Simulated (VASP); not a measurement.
# Ni (Fm-3m) in VASP: single point with LDA

Aim: the single point of Ni with LDA.

Program: VASP 6.6.1. These are calculated values, not measurements. Logs are shortened: lines on timing, memory, paths and dates and some standing lists are left out, and cuts for length are marked.

## 1. The cell of the first run

It takes space group Fm-3m (No. 225, cubic). The conventional cell has a = 3.524 Å, b = 3.524 Å, c = 3.524 Å, α = 90.00°, β = 90.00°, γ = 90.00°. Ni (site symmetry m-3m) has 12 Ni at 2.49 Å within 3.3 Å.

## 2. Single point, LDA

File INCAR:

```
SYSTEM = Ni
PREC = Accurate
ENCUT = 520
EDIFF = 1E-6
ISMEAR = -1
SIGMA = 0.1
LREAL = .False.
LASPH = .True.
NELM = 60
ALGO = Normal
ISIF = 2
LWAVE = .False.
LCHARG = .False.
GGA = CA
NBANDS = 28
```

File KPOINTS:

```
Automatic mesh
0
Gamma
  12 9 6
  0 0 0
```

File POSCAR:

```
Ni
1.0
    0.0000000000      1.7619350000      1.7619350000
   -3.5238700000      0.0000000000      0.0000000000
    0.0000000000     -3.5238700000      3.5238700000
Ni
4
Direct
    0.0000000000      0.0000000000      0.0000000000
    0.0000000000      0.0000000000      0.5000000000
    0.5000000000      0.5000000000      0.2500000000
    0.5000000000      0.5000000000      0.7500000000
```

Potentials or basis: VASP PAW LDA potentials, release 64 (Ni).

On the command line:

```bash
cat potpaw_LDA.64/Ni/POTCAR > POTCAR
mpirun -np 1 vasp_std > vasp.out
```

OUTCAR:

```text
SYSTEM = Ni
   PREC = Accurate
   ENCUT = 520
   EDIFF = 1E-6
   ISMEAR = -1
   LREAL = .False.
   LASPH = .True.
   NELM = 60
   ISIF = 2
   GGA = CA

 ion  position               nearest neighbor table
   1  0.000  0.000  0.000-   2 2.49   3 2.49   4 2.49   2 2.49   3 2.49   4 2.49   3 2.49   4 2.49
                             3 2.49   4 2.49
   2  0.000  0.000  0.500-   1 2.49   3 2.49   4 2.49   1 2.49   3 2.49   4 2.49   3 2.49   4 2.49
                             3 2.49   4 2.49
   3  0.500  0.500  0.250-   1 2.49   2 2.49   4 2.49   4 2.49   1 2.49   2 2.49   1 2.49   2 2.49
                             1 2.49   2 2.49
   4  0.500  0.500  0.750-   1 2.49   2 2.49   3 2.49   3 2.49   1 2.49   2 2.49   1 2.49   2 2.49
                             1 2.49   2 2.49

  LATTYP: Found a simple orthorhombic cell.
 ALAT       =     2.4917523730
 B/A-ratio  =     1.4142135624
 C/A-ratio  =     2.0000000000

  Lattice vectors:

 A1 = (   0.0000000000,   1.7619350000,   1.7619350000)
 A2 = (  -3.5238700000,   0.0000000000,   0.0000000000)
 A3 = (   0.0000000000,  -3.5238700000,   3.5238700000)

Analysis of symmetry for initial positions (statically):
=====================================================================
 Subroutine PRICEL returns following result:

  LATTYP: Found a face centered cubic cell.
 ALAT       =     3.5238700000

  Lattice vectors:

 A1 = (  -1.7619350000,  -1.7619350000,   0.0000000000)
 A2 = (   0.0000000000,  -1.7619350000,   1.7619350000)
 A3 = (  -1.7619350000,   0.0000000000,   1.7619350000)

   4 primitive cells build up your supercell.

 Routine SETGRP: Setting up the symmetry group for a
 simple orthorhombic supercell.

 Subroutine GETGRP returns: Found  8 space group operations
 (whereof  8 operations were pure point group operations)
 out of a pool of  8 trial point group operations.

The static configuration has the point symmetry D_2h.

Analysis of symmetry for dynamics (positions and initial velocities):
=====================================================================
 Subroutine PRICEL returns following result:

  LATTYP: Found a face centered cubic cell.
 ALAT       =     3.5238700000

  Lattice vectors:

 A1 = (  -1.7619350000,  -1.7619350000,   0.0000000000)
 A2 = (   0.0000000000,  -1.7619350000,   1.7619350000)
 A3 = (  -1.7619350000,   0.0000000000,   1.7619350000)

   4 primitive cells build up your supercell.

 Routine SETGRP: Setting up the symmetry group for a
 simple orthorhombic supercell.

 Subroutine GETGRP returns: Found  8 space group operations
 (whereof  8 operations were pure point group operations)
 out of a pool of  8 trial point group operations.

The dynamic configuration has the point symmetry D_2h.

 Subroutine INISYM returns: Found  8 space group operations
 (whereof  8 operations are pure point group operations),
 and found     4 'primitive' translations

----------------------------------------------------------------------------------------

                                     Primitive cell

  volume of cell :      10.9396

  direct lattice vectors                    reciprocal lattice vectors
    -1.761935000 -1.761935000  0.000000000    -0.283778914 -0.283778914 -0.283778914
     0.000000000 -1.761935000  1.761935000     0.283778914 -0.283778914  0.283778914
    -1.761935000  0.000000000  1.761935000    -0.283778914  0.283778914  0.283778914

  length of vectors
     2.491752373  2.491752373  2.491752373     0.491519496  0.491519496  0.491519496

  position of ions in fractional coordinates (direct lattice)
     0.000000000  0.000000000  0.000000000

  ion indices of the primitive-cell ions
   primitive index   ion index
                 1           1

----------------------------------------------------------------------------------------

 KPOINTS: Automatic mesh

Automatic generation of k-mesh.
 Grid dimensions read from file:
 generate k-points for:   12    9    6

 Generating k-lattice:

  Cartesian coordinates                     Fractional coordinates (reciprocal lattice)
     0.000000000  0.023648243  0.023648243     0.083333333  0.000000000  0.000000000
    -0.031530990  0.000000000  0.000000000     0.000000000  0.111111111  0.000000000
     0.000000000 -0.023648243  0.023648243     0.000000000  0.000000000  0.166666667

  Length of vectors
     0.033443666  0.031530990  0.033443666

  Shift w.r.t. Gamma in fractional coordinates (k-lattice)
     0.000000000  0.000000000  0.000000000

 Subroutine IBZKPT returns following result:
 ===========================================

 Found    140 irreducible k-points:

 Following reciprocal coordinates:
            Coordinates               Weight
  0.000000  0.000000  0.000000      1.000000
  0.083333  0.000000  0.000000      2.000000
  0.166667  0.000000  0.000000      2.000000
  0.250000  0.000000  0.000000      2.000000
  0.333333  0.000000  0.000000      2.000000
  0.416667  0.000000  0.000000      2.000000
[... 16 lines left out ...]
  0.083333  0.333333  0.000000      4.000000
  0.166667  0.333333  0.000000      4.000000
 [... further k-points ...]
   k-points           NKPTS =    140   k-points in BZ     NKDIM =    140   number of bands    NBANDS=     28
   number of dos      NEDOS =    301   number of ions     NIONS =      4
   total plane-waves  NPLWV =  22400
   dimension x,y,z NGX =    20 NGY =   28 NGZ =   40
   dimension x,y,z NGXF=    40 NGYF=   56 NGZF=   80
   ions per type =               4
   NGX,Y,Z   is equivalent  to a cutoff of  13.34, 13.21, 13.34 a.u.
   NGXF,Y,Z  is equivalent  to a cutoff of  26.69, 26.42, 26.69 a.u.
 SYSTEM =  Ni
   PREC   = accura    normal or accurate (medium, high low for compatibility)
   ISTART =      0    job   : 0-new  1-cont  2-samecut
   ICHARG =      2    charge: 1-file 2-atom 10-const
   ISPIN  =      1    spin polarized calculation?
   LNONCOLLINEAR =      F non collinear calculations
   LSORBIT =      F    spin-orbit coupling
   LASPH  =      T    aspherical Exc in radial PAW
   ENCUT  =  520.0 eV  38.22 Ry    6.18 a.u.   4.63  6.55  9.27*2*pi/ulx,y,z
   NELM   =     60;   NELMIN=  2; NELMDL= -5     # of ELM steps
   EDIFF  = 0.1E-05   stopping-criterion for ELM
   LREAL  =      F    real-space projection
   EDIFFG = 0.1E-04   stopping-criterion for IOM
   NSW    =      0    number of steps for IOM
   IBRION =     -1    ionic relax: 0-MD 1-quasi-New 2-CG
   NFREE  =      0    steps in history (QN), initial steepest desc. (CG)
   ISIF   =      2    stress and relaxation
   ISYM   =      2    0-nonsym 1-usesym 2-fastsym
   POTIM  = 0.5000    time-step for ionic-motion
   TEBEG  =    0.0;   TEEND  =   0.0 temperature during run
   PSTRESS=    0.0 pullay stress
   NELECT =      40.0000    total number of electrons
   NUPDOWN=      -1.0000    fix difference up-down
   EMIN   =  10.00;   EMAX   =-10.00  energy-range for DOS
   EFERMI =   0.00;   METHOD = LEGACY
   ISMEAR =    -1;   SIGMA  =   0.10  broadening in eV -4-tet -1-fermi 0-gaus
   EFERMI_NEDOS =   21; number of points for ismear=-14 and -15
   IALGO  =     38    algorithm
   IMIX   =      4    mixing-type and parameters
     AMIX     =   0.40;   BMIX     =  1.00
     AMIX_MAG =   1.60;   BMIX_MAG =  1.00
  volume/ion in A,a.u.               =      10.94        73.82
  Fermi-wavevector in a.u.,A,eV,Ry     =   1.588821  3.002436 34.345893  2.524352
  Thomas-Fermi vector in A             =   2.687765
   LORBIT       =      0    0 simple, 1 ext, 2 COOP (PROOUT), +10 PAW based schemes
   GGA     = CA    functional components
   LHFCALC =     F    Hartree Fock is set to
   AEXX    =    0.0000 exact exchange contribution
   IVDW    =     0    specifies the selected vdW correction
   LEPSILON=     F    determine dielectric tensor
   LRPA    =     F    only Hartree local field effects (RPA)
 non-spin polarized calculation
  energy-cutoff  :      520.00
  volume of cell :       43.76
 maximum number of plane-waves:      1196
 NGX is ok and might be reduce to    20
   NGX =  9   NGY = 13   NGZ = 19

 number of electron      39.9999978 magnetization

 Free energy of the ion-electron system (eV)
  ---------------------------------------------------
  ext. energy  EPLUGINS =         0.00000000
  ---------------------------------------------------
  free energy    TOTEN  =       -26.13872649 eV

  energy without entropy =      -25.78967972  energy(sigma->0) =      -25.96420311

 E-fermi :   8.8190     XC(G=0): -13.5790

 val. band max:        8.8179428971   @ k =   0.0000   0.3333   0.1667
 cond. band min:       8.8220258410   @ k =   0.0000   0.3333   0.5000
 fundamental gap:      0.0040829439
 Fermi energy:         8.8189937711

 k-point     1 :       0.0000    0.0000    0.0000
  band No.  band energies     occupation
      1       0.0220      2.00000
      2       4.5635      2.00000
      3       4.8964      2.00000
      4       4.8964      2.00000
      5       5.1209      2.00000
      6       6.2541      2.00000
[... 20 lines left out ...]
     27      20.5645      0.00000
     28      21.8985      0.00000

 k-point     2 :       0.0833    0.0000    0.0000
  band No.  band energies     occupation
      1       0.2024      2.00000
      2       4.6585      2.00000
      3       4.9679      2.00000
      4       4.9679      2.00000
      5       5.1805      2.00000
      6       6.1450      2.00000
[... 20 lines left out ...]
     27      20.7016      0.00000
     28      21.9762      0.00000

 k-point     3 :       0.1667    0.0000    0.0000
  band No.  band energies     occupation
      1       0.7329      2.00000
      2       4.9189      2.00000
      3       5.0451      2.00000
      4       5.0451      2.00000
      5       5.3459      2.00000
      6       5.8888      2.00000
[... 20 lines left out ...]
     27      21.1024      0.00000
     28      21.1024      0.00000

 k-point     4 :       0.2500    0.0000    0.0000
  band No.  band energies     occupation
      1       1.5781      2.00000
      2       4.9415      2.00000
      3       4.9415      2.00000
      4       5.2803      2.00000
      5       5.5674      2.00000
      6       5.5979      2.00000
[... 578 lines left out ...]
     27      24.6492      0.00000
     28      25.8238      0.00000

 k-point    23 :       0.0833    0.3333    0.0000
  band No.  band energies     occupation
      1       1.5783      2.00000
      2       4.3230      2.00000
      3       4.6020      2.00000
      4       4.6020      2.00000
      5       5.5902      2.00000
      6       6.4564      2.00000
[... 20 lines left out ...]
     27      23.8291      0.00000
     28      24.8790      0.00000

 k-point    24 :       0.1667    0.3333    0.0000
  band No.  band energies     occupation
      1       2.0478      2.00000
      2       4.6210      2.00000
      3       4.8945      2.00000
      4       4.8945      2.00000
      5       5.7296      2.00000
      6       6.3757      2.00000
[... 20 lines left out ...]
     27      20.9448      0.00000
     28      24.9915      0.00000

 [... further k-points ...]
[... 5 lines left out ...]
  --------------------------------------------------------------------------------------
  -------------------------------------------------------------------------------------
  Total       -4.9291515     -4.9706541     -4.9706541     -0.0000000     -0.0000030     -0.0000000
  in kB     -180.4775183   -181.9971076   -181.9971076     -0.0000000     -0.0001116     -0.0000000
  external PRESSURE =    -181.4905778 kB  Pullay stress =       0.0000000 kB

 VOLUME and BASIS-vectors are now :
 -----------------------------------------------------------------------------
  energy-cutoff  :      520.00
  volume of cell :       43.76
      direct lattice vectors                 reciprocal lattice vectors
     0.000000000  1.761935000  1.761935000     0.000000000  0.283778914  0.283778914
    -3.523870000  0.000000000  0.000000000    -0.283778914  0.000000000  0.000000000
     0.000000000 -3.523870000  3.523870000     0.000000000 -0.141889457  0.141889457

 POSITION                                       TOTAL-FORCE (eV/Angst)
 -----------------------------------------------------------------------------------
      0.00000      0.00000      0.00000         0.000000     -0.000000      0.000000
      0.00000     -1.76194      1.76194         0.000000      0.000000     -0.000000
     -1.76194      0.00000      1.76194         0.000000      0.000000     -0.000000
     -1.76194     -1.76193      3.52387        -0.000000     -0.000000      0.000000
 -----------------------------------------------------------------------------------
    total drift:                               -0.000000      0.000000     -0.000000

  FREE ENERGIE OF THE ION-ELECTRON SYSTEM (eV)
  ---------------------------------------------------
  free  energy   TOTEN  =       -26.1387264915 eV

  energy  without entropy=      -25.7896797250  energy(sigma->0) =      -25.96420311
```

Wall time 1.8 min (1 thread of Intel Xeon 6975P-C, shared host); peak memory 0.23 GiB.

What came out:

| Quantity | Value |
| --- | --- |
| Free energy | -26.1387 eV |
| Pressure | -18.1 GPa |
| Band gap on the k mesh | zero (band 20 reaches 8.96 eV, above the bottom of band 21 at 8.61 eV) |

Levels at points of the mesh, in eV from the Fermi level:
| k point | band 16 | band 17 | band 18 | band 19 | band 20 | band 21 | band 22 | band 23 | band 24 | band 25 |
| --- | --- | --- | --- | --- | --- | --- | --- | --- | --- | --- |
| (0.00, 0.00, 0.00) | -0.81 | -0.76 | -0.76 | -0.04 | 0.14 | 0.14 | 1.43 | 1.43 | 2.60 | 9.50 |
| (0.50, 0.00, 0.00) | -0.04 | 0.14 | 0.14 | 0.14 | 0.14 | 1.43 | 1.43 | 2.60 | 2.60 | 9.50 |
| (0.00, 0.00, 0.50) | -1.04 | -0.60 | -0.60 | -0.55 | -0.55 | -0.12 | -0.12 | 5.97 | 5.97 | 7.53 |
| (0.50, 0.00, 0.50) | -0.43 | -0.25 | -0.25 | -0.25 | -0.25 | 1.86 | 1.86 | 1.86 | 1.86 | 12.91 |

Caveat: the run has no spin polarisation, though such a crystal can be magnetic. Spin polarisation is off, so any magnetic state and its effect on volume and gap are missing.
